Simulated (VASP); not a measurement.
BaTe:

```xyz
2
Lattice="0.0000 3.4100 3.4100 3.4100 0.0000 3.4100 3.4100 3.4100 0.0000" Properties=species:S:1:pos:R:3 pbc="T T T"
Ba    0.0000    0.0000    0.0000
Te    3.4100    3.4100    3.4100
```

```yaml
Program: VASP 6.6.1
Task: relaxation of cell and atoms
Functional: PBE
Potentials_or_basis: VASP PAW PBE potentials, release 64 (Ba_sv, Te)
Cutoff: 600 eV
k_mesh: 8 × 8 × 8
Occupations: gaussian, width 0.02 eV
Spin: no spin polarisation
```

At the start: pressure 4.2 GPa; volume 39.65 Å³/atom.

Task: How do energy, volume and symmetry change on relaxing?

Result: Over 3 steps the energy falls by 58.1 meV/atom and the volume is 44.50 Å³/atom (+12.2 %); space group Fm-3m (No. 225, to 0.05 Å).

The path:
| step | energy change (eV) | largest force (eV/Å) | pressure (GPa) | volume (Å³) |
| --- | --- | --- | --- | --- |
| 1 | 0.0000 | 0.0000 | 4.24 | 79.30 |
| 2 | -0.1083 | 0.0000 | -0.85 | 91.98 |
| 3 | -0.1163 | 0.0000 | 0.02 | 88.99 |

Final structure:
```yaml
crystal:
  lattice:
    - [0.00000, 3.54359, 3.54359]
    - [3.54359, 0.00000, 3.54359]
    - [3.54359, 3.54359, 0.00000]
  atoms:
    - { symbol: Ba, position: [0.00000, 0.00000, 0.00000] }
    - { symbol: Te, position: [0.50000, 0.50000, 0.50000] }
```

Caveat: the volume moved by +12 % from the deposited cell, more than functionals usually miss.
